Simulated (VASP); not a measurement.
# ZrC (Fm-3m) in VASP: a series of runs, part 2 of 2

VASP 6.6.1. Earlier steps stand in the parts before.

## 4. Electric field gradients, r2SCAN

This run uses another cell than the first one, of 13.23 Å³/atom, 1.250 times its volume.

Input file POSCAR:

```
ZrC
1.0
    0.0000000000      2.3650000000      2.3650000000
    2.3650000000      0.0000000000      2.3650000000
    2.3650000000      2.3650000000      0.0000000000
Zr C
1 1
Direct
    0.5000000000      0.5000000000      0.5000000000
    0.0000000000      0.0000000000      0.0000000000
```

Input file INCAR.step1:

```
SYSTEM = ZrC
  PREC = Accurate
  ENCUT = 520
  ISMEAR = -5
  SIGMA = 0.1
  LREAL = .False.
  LASPH = .True.
  NELM = 80
  NBANDS = 15
  GGA = PE
  ALGO = Normal
  EDIFF = 1E-4
  LWAVE = .True.
  LCHARG = .False.
```

Input file INCAR.step2:

```
SYSTEM = ZrC
  PREC = Accurate
  ENCUT = 520
  EDIFF = 1E-8
  ISMEAR = -5
  SIGMA = 0.1
  LREAL = .False.
  LASPH = .True.
  NELM = 80
  ALGO = Normal
  ISIF = 2
  LWAVE = .False.
  LCHARG = .False.
  METAGGA = R2SCAN
  LMIXTAU = .True.
  LEFG = .True.
  NBANDS = 15
  ISTART = 1
```

Input file KPOINTS:

```
regular mesh
0
Gamma
  13 13 13
  0 0 0
```

Potentials or basis: VASP PAW PBE potentials, release 64 (Zr_sv, C).

Launch:

```console
> cat potpaw_PBE.64/Zr_sv/POTCAR potpaw_PBE.64/C/POTCAR > POTCAR
> cp INCAR.step1 INCAR
> mpirun -np 1 vasp_std > vasp.out
> cp INCAR.step2 INCAR
> mpirun -np 1 vasp_std > vasp.out
```

OUTCAR:

```text
SYSTEM = ZrC
   PREC = Accurate
   ENCUT = 520
   EDIFF = 1E-8
   ISMEAR = -5
   LREAL = .False.
   LASPH = .True.
   NELM = 80
   ISIF = 2
   METAGGA = R2SCAN
   ISTART = 1

 ion  position               nearest neighbor table
   1  0.500  0.500  0.500-   2 2.37   2 2.37   2 2.37   2 2.37   2 2.37   2 2.37
   2  0.000  0.000  0.000-   1 2.37   1 2.37   1 2.37   1 2.37   1 2.37   1 2.37

  LATTYP: Found a face centered cubic cell.
 ALAT       =     4.7300000000

  Lattice vectors:

 A1 = (   0.0000000000,   2.3650000000,   2.3650000000)
 A2 = (   2.3650000000,   0.0000000000,   2.3650000000)
 A3 = (   2.3650000000,   2.3650000000,   0.0000000000)

Analysis of symmetry for initial positions (statically):
=====================================================================
 Subroutine PRICEL returns:
 Original cell was already a primitive cell.

 Routine SETGRP: Setting up the symmetry group for a
 face centered cubic supercell.

 Subroutine GETGRP returns: Found 48 space group operations
 (whereof 48 operations were pure point group operations)
 out of a pool of 48 trial point group operations.

The static configuration has the point symmetry O_h .

Analysis of symmetry for dynamics (positions and initial velocities):
=====================================================================
 Subroutine PRICEL returns:
 Original cell was already a primitive cell.

 Routine SETGRP: Setting up the symmetry group for a
 face centered cubic supercell.

 Subroutine GETGRP returns: Found 48 space group operations
 (whereof 48 operations were pure point group operations)
 out of a pool of 48 trial point group operations.

The dynamic configuration has the point symmetry O_h .

 Subroutine INISYM returns: Found 48 space group operations
[... 169 lines left out ...]
     13      12.3410      0.00000
     14      17.1623      0.00000
[... 401 lines left out ...]
      2     -18.1957      2.00000
      3     -17.6440      2.00000
      4     -17.6028      2.00000
      5      -0.1662      2.00000
      6       4.9218      2.00000
      7       6.6843      2.00000
      8       7.0459      2.00000
      9      12.0908      0.00000
     10      14.3478      0.00000
     11      14.8989      0.00000
     12      17.7607      0.00000
     13      17.7645      0.00000
     14      20.1178      0.00000
     15      23.7221      0.00000

 [... further k-points ...]
[... 5 lines left out ...]
  --------------------------------------------------------------------------------------
  -------------------------------------------------------------------------------------
  Total       -0.4027057     -0.4027057     -0.4027057      0.0000000      0.0000000     -0.0000000
  in kB      -24.3879291    -24.3879291    -24.3879291      0.0000000      0.0000000     -0.0000000
  external PRESSURE =     -24.3879291 kB  Pullay stress =       0.0000000 kB

 VOLUME and BASIS-vectors are now :
 -----------------------------------------------------------------------------
  energy-cutoff  :      520.00
  volume of cell :       26.46
      direct lattice vectors                 reciprocal lattice vectors
     0.000000000  2.365000000  2.365000000    -0.211416490  0.211416490  0.211416490
     2.365000000  0.000000000  2.365000000     0.211416490 -0.211416490  0.211416490
     2.365000000  2.365000000  0.000000000     0.211416490  0.211416490 -0.211416490

 POSITION                                       TOTAL-FORCE (eV/Angst)
 -----------------------------------------------------------------------------------
      2.36500      2.36500      2.36500         0.000000      0.000000     -0.000000
      0.00000      0.00000      0.00000        -0.000000     -0.000000      0.000000
 -----------------------------------------------------------------------------------
    total drift:                                0.000000      0.000000      0.000000

  FREE ENERGIE OF THE ION-ELECTRON SYSTEM (eV)
  ---------------------------------------------------
  free  energy   TOTEN  =       -34.7222520115 eV

  energy  without entropy=      -34.7222520115  energy(sigma->0) =      -34.72225201

 Electric field gradients (V/A^2)
---------------------------------------------------------------------
 ion       V_xx      V_yy      V_zz      V_xy      V_xz      V_yz
---------------------------------------------------------------------
   1      -0.000    -0.000     0.000    -0.000    -0.000    -0.000
   2      -0.000    -0.000     0.000    -0.000    -0.000    -0.000
---------------------------------------------------------------------

 Electric field gradients after diagonalization (V/A^2)
 (convention: |V_zz| > |V_xx| > |V_yy|)
----------------------------------------------------------------------
 ion       V_xx      V_yy      V_zz     asymmetry (V_yy - V_xx)/ V_zz
----------------------------------------------------------------------
   1       0.000     0.000    -0.000       0.000
   2       0.000     0.000    -0.000       0.000
----------------------------------------------------------------------

           NMR quadrupolar parameters

 Cq : quadrupolar parameter    Cq=e*Q*V_zz/h
 eta: asymmetry parameters     (V_yy - V_xx)/ V_zz
 Q  : nuclear electric quadrupole moment in mb (millibarn)
----------------------------------------------------------------------
 ion       Cq(MHz)       eta       Q (mb)
----------------------------------------------------------------------
   1      -0.000       0.000       1.000
   2      -0.000       0.000       1.000
----------------------------------------------------------------------
```

OSZICAR.step1:

```text
N       E                     dE             d eps       ncg     rms          rms(c)
DAV:   1     0.100156728437E+03    0.10016E+03   -0.84835E+03  2520   0.107E+03
DAV:   2    -0.168958746126E+02   -0.11705E+03   -0.11011E+03  3227   0.287E+02
DAV:   3    -0.228533956684E+02   -0.59575E+01   -0.59267E+01  4216   0.547E+01
DAV:   4    -0.229552867410E+02   -0.10189E+00   -0.10184E+00  3046   0.521E+00
DAV:   5    -0.229560491848E+02   -0.76244E-03   -0.76243E-03  3304   0.437E-01    0.197E+01
DAV:   6    -0.195923495854E+02    0.33637E+01   -0.64597E+00  2937   0.227E+01    0.673E+00
DAV:   7    -0.194761203176E+02    0.11623E+00   -0.61982E-01  2886   0.596E+00    0.592E+00
DAV:   8    -0.195025965695E+02   -0.26476E-01   -0.37325E-01  2968   0.474E+00    0.528E+00
DAV:   9    -0.194609365948E+02    0.41660E-01   -0.66987E-02  2744   0.188E+00    0.115E+00
DAV:  10    -0.194590257698E+02    0.19108E-02   -0.74985E-03  3276   0.696E-01    0.428E-02
DAV:  11    -0.194590213784E+02    0.43915E-05   -0.17255E-04  2808   0.121E-01
   1 F= -.19459021E+02 E0= -.19459021E+02  d E =0.000000E+00
```

It took 2.1 min on 1 thread of Intel Xeon Platinum 8375C at 2.90GHz (Ice Lake), shared host; peak memory 0.19 GiB.

What came out:

* Free energy: -34.7223 eV
* Pressure: -2.4 GPa
* Band gap on the k mesh: zero (band 8 reaches 10.35 eV, above the bottom of band 9 at 9.08 eV)

Caveat: without QUAD_EFG the Cq values of the log hold for a quadrupole moment of 1 mb, not for the nuclei; the PAW data sets were made with another functional, which shifts forces and pressure a little; tetrahedron occupations give inexact forces and stress in metals.

## 5. Overview

```csv
cell,smearing,gap on the mesh (eV),pressure (GPa)
"a = 3.105 Å, angles 60.0°, 2 atoms",fermi-dirac 0.05 eV,none,74.2
"a = 3.345 Å, angles 60.0°, 2 atoms",fermi-dirac 0.05 eV,none,-2.4
"a = 3.345 Å, angles 60.0°, 2 atoms",tetrahedron,none,-2.4
```

Alike in all rows: task electric field gradients; level r2SCAN; potentials or basis VASP PAW PBE potentials, release 64 (Zr_sv, C); no spin polarisation; k mesh 13 × 13 × 13; cutoff (eV) 520.

Caveats: the PAW data sets were made with another functional, which shifts forces and pressure a little; tetrahedron occupations give inexact forces and stress in metals (some runs).

Absolute energies hang on the potentials; compare differences alone.
